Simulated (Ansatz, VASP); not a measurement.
**Two plane-wave programs on Al2Cu**

```
Al Cu
1.0
     4.31350    0.00000    0.00000
     0.00000    4.31350    0.00000
     0.00000    0.00000    3.03860
Al Cu
2 1
Cartesian
  2.1568 0.0000 1.5193
  0.0000 2.1568 1.5193
  0.0000 0.0000 0.0000
```

Alike in both runs: task single point; functional PBE; k mesh 10 × 10 × 14; occupations gaussian, width 0.15 eV; no spin polarisation.

|  | VASP | Ansatz |
| --- | --- | --- |
| version | VASP 6.6.1 | Ansatz 0.2.0 |
| potentials or method | VASP PAW PBE potentials, release 64 (Al, Cu), cutoff 520 eV | scalar-relativistic, plane waves, PAW |
| valence electrons in the cell | 17 | 25 |

|  | VASP | Ansatz | Ansatz less VASP |
| --- | --- | --- | --- |
| gap on the k mesh at the Fermi level (eV) | none | none | - |
| pressure (GPa) | -9.2 | -9.0 | +0.12 |
| traceless stress, the component that is largest in VASP (GPa) | -0.51 | -0.50 | +0.012 |

A gap of «none» marks a metal or a gap that the smearing closes. VASP's potentials hold 17 valence electrons a cell and Ansatz's 25, so a difference there can come from the potentials and not from the codes.
